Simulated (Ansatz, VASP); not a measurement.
## LuPb2: VASP beside Ansatz

```
Lu Pb
1.0
    -1.85305    1.85305    6.56000
     1.85305   -1.85305    6.56000
     1.85305    1.85305   -6.56000
Lu Pb
1 2
Direct
  0.00000 0.00000 0.00000
  0.33300 0.33300 0.00000
  0.66700 0.66700 0.00000
```

Alike in both runs: task single point; functional LDA; k mesh 14 × 14 × 14; occupations fermi-dirac, width 0.05 eV; no spin polarisation.

|  | VASP | Ansatz |
| --- | --- | --- |
| version | VASP 6.6.1 | Ansatz 0.2.0 |
| potentials or method | VASP PAW PBE potentials, release 64 (Lu, Pb_d), cutoff 520 eV | all-electron LAPW, scalar-relativistic |

```csv
,VASP,Ansatz,Ansatz less VASP
pressure (GPa),-5.4,-5.4,-0.05
"traceless stress, the component that is largest in VASP (GPa)",-0.86,-0.83,+0.037
rms of the force components (eV/Å),0.182,0.183,+0.0009
```

VASP's potentials were made for PBE, not for LDA. LDA's correlation is that of Perdew and Zunger in VASP and of Perdew and Wang (1992) in Ansatz. Atom by atom the forces differ by 0.001 eV/Å (rms over components). Ansatz ran all-electron here, and VASP with PAW potentials.

Spin-orbit coupling is off throughout.
